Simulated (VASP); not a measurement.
Write the native input for VASP 6.6.1 that does the following.

```
Task                   : single point
Functional             : LDA
Potentials or basis    : VASP PAW LDA potentials, release 64 (Li_sv, Mg)
Cutoff                 : 520 eV
k mesh                 : 8 × 8 × 2
Occupations            : fermi-dirac, width 0.15 eV
Spin                   : no spin polarisation
Dipole correction      : no
Further INCAR settings : ALGO = Normal; EDIFF = 1e-06; NBANDS = 12
```

The structure of LiMg3 lies in POSCAR:

```
LiMg3
1.0
    3.1461700000      0.0000000000      0.0000000000
   -1.5730900000      2.7246700000      0.0000000000
    0.0000000000      0.0000000000     10.1216000000
Li Mg
1 3
Direct
    0.6666666667      0.3333333333      0.5000000000
    0.6666666667      0.3333333333      0.0000000000
    0.0000000000      0.0000000000      0.7425700000
    0.0000000000      0.0000000000      0.2574300000
```

These files were run (other wordings do the same):

INCAR

```
SYSTEM = LiMg3
PREC = Accurate ; ENCUT = 520
EDIFF = 1E-6 ; ISMEAR = -1
SIGMA = 0.15 ; LREAL = .False.
LASPH = .True. ; NELM = 80
ALGO = Normal ; ISIF = 2
LWAVE = .False. ; LCHARG = .False.
NBANDS = 12
```

KPOINTS

```
regular mesh
0
Gamma
  8 8 2
  0 0 0
```

Potentials or basis: VASP PAW LDA potentials, release 64 (Li_sv, Mg).

Run with:

```sh
$ cat potpaw_LDA.64/Li_sv/POTCAR potpaw_LDA.64/Mg/POTCAR > POTCAR
$ mpirun -np 1 vasp_std > vasp.out
```

It gave:

```json
{
 "Largest force": "0.079 eV/Å",
 "Band gap on the k mesh": "zero (an odd number of electrons rules out a gap without spin polarisation)"
}
```

Wall time 7.4 s on 1 thread of Intel(R) Xeon(R) 6975P-C (Granite Rapids) (shared host), peak memory 0.17 GiB.
